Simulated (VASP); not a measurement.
Al3O4, 7 atoms in the cell. The structure is trigonal, space group R-3m (No. 166). Conventional cell: a = 2.909 Å, b = 2.909 Å, c = 31.499 Å, α = 90.00°, β = 90.00°, γ = 120.00°. Al (site symmetry -3m) has 6 O at 2.22 Å and 6 Al at 2.91 Å within 3.0 Å. Within 2.4 Å of Al (site symmetry 3m) lie 6 O at 1.81 to 2.17 Å. Within 2.4 Å of O (site symmetry 3m) lie 3 Al at 1.81 Å. O (site symmetry 3m) has 6 Al at 2.17 to 2.22 Å and 9 O at 2.65 to 2.91 Å within 3.0 Å. 

- Program: VASP 6.6.1
- Task: single point
- Functional: PBE
- Potentials or basis: VASP PAW PBE potentials, release 64 (Al, O)
- Cutoff: 520 eV
- k mesh: 6 × 6 × 6
- Occupations: gaussian, width 0.1 eV
- Spin: no spin polarisation
- Dipole correction: no
- Further INCAR settings: ALGO = Normal; EDIFF = 1e-06; NBANDS = 26

Potentials or basis: VASP PAW PBE potentials, release 64 (Al, O).

The run is started by

```console
$ cat potpaw_PBE.64/Al/POTCAR potpaw_PBE.64/O/POTCAR > POTCAR
$ mpirun -np 1 vasp_std > vasp.out
```

Hardware: 1 thread of Intel(R) Xeon(R) Platinum 8488C (Sapphire Rapids), with other jobs on the host.

Problem. How long does it take, and how much memory?

Solution. Run time: 7.4 min on 1 thread of Intel(R) Xeon(R) Platinum 8488C (Sapphire Rapids) (shared host), peak memory 0.87 GiB. Counts: scf iterations 14, k points 32.
